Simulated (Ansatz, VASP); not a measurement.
# Hf2SeS3 in VASP and in Ansatz

```
Hf Se S
1.0
     8.19164    0.00000    0.00000
    -4.09582    7.09417    0.00000
     0.00000    0.00000    3.38977
Hf Se S
2 1 3
Direct
  0.33333 0.66667 0.50000
  0.66667 0.33333 0.50000
  0.00000 0.00000 0.00000
  0.50000 0.00000 0.50000
  0.00000 0.50000 0.50000
  0.50000 0.50000 0.50000
```

Alike in both runs: functional PBE; k mesh 6 × 6 × 12; occupations gaussian, width 0.1 eV; no spin polarisation.

Ansatz relaxed the structure, and its values are those at the end. VASP's run is a single point on that final structure, the one shown.

|  | VASP | Ansatz |
| --- | --- | --- |
| version | VASP 6.6.1 | Ansatz 0.2.0 |
| potentials or method | VASP PAW PBE potentials, release 64 (Hf_pv, Se, S), cutoff 520 eV | scalar-relativistic, plane waves, PAW |
| valence electrons in the cell | 44 | 86 |

Ansatz gave:

| Quantity | Value |
| --- | --- |
| gap on the k mesh at the Fermi level (eV) | none |
| pressure (GPa) | 0.0 |

Problem. What did VASP give for the same quantities?

Solution. gap on the k mesh at the Fermi level (eV): none; pressure (GPa): -0.2.

A gap of «none» marks a metal or a gap that the smearing closes. VASP's potentials hold 44 valence electrons a cell and Ansatz's 86, so a difference there can come from the potentials and not from the codes.

Neither program's run includes spin-orbit coupling.
